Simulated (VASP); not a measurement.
Here is a VASP 6.6.1 calculation.

INCAR

```
SYSTEM = SnO2
  ALGO = Normal
  EDIFF = 1E-6
  ENCUT = 520
  GGA = PE
  ISIF = 2
  ISMEAR = 0
  IVDW = 12
  LASPH = .TRUE.
  LCHARG = .FALSE.
  LREAL = .FALSE.
  LWAVE = .FALSE.
  NBANDS = 49
  NELM = 80
  PREC = Accurate
  SIGMA = 0.05
```

KPOINTS

```
k-points
0
G
  9 9 2
  0 0 0
```

The input POSCAR:

```
SnO2
1.0
   -3.2372529198      0.0000000000      0.0000000000
   -1.6186264599     -2.8035432670      0.0000000000
   -3.8847035037     -2.2428346137     12.6254773976
Sn O
3 6
Direct
    0.2587597714      0.2587597714      0.5098836190
    0.8640400998     -0.1359599002      0.1699498752
   -0.3465205569     -0.3465205569      0.8498173628
    0.4679413849      0.4679413849      0.2484066022
    0.2573807282     -0.7426192718      0.9282740898
   -0.1373389434     -0.1373389434      0.5883403460
    0.0495781579      0.0495781579      0.7713606359
    0.6548584863     -0.3451415137      0.4314268921
    0.2601388147      0.2601388147      0.0914931483
```

Potentials or basis: VASP PAW PBE potentials, release 64 (Sn_d, O).

Command:

```console
$ cat potpaw_PBE.64/Sn_d/POTCAR potpaw_PBE.64/O/POTCAR > POTCAR
$ mpirun -np 1 vasp_std > vasp.out
```

What does it give for the pressure?

3.2 GPa.

Predict the largest force.

1.736 eV/Å.

What does it give for the band gap on the k mesh?

0.88 eV, indirect (least direct gap 1.13 eV).

What does it give for the dispersion energy per atom?

-0.206 eV.

Forces on the atoms (eV/Å):
```
Sn   0.000  0.000  0.000
Sn  -0.009 -0.005  0.562
Sn   0.009  0.005 -0.562
O   -0.037 -0.021  0.047
O    0.779  0.450 -1.484
O    0.001  0.000  0.058
O    0.037  0.021 -0.047
O   -0.001  0.000 -0.058
O   -0.779 -0.450  1.484
```

Caveat: spin-orbit coupling is left out, which moves the levels of the heavy elements; forces of over 1 eV/Å act on the atoms, so gaps and moduli don't describe the material at rest. A k mesh can miss the band edges.
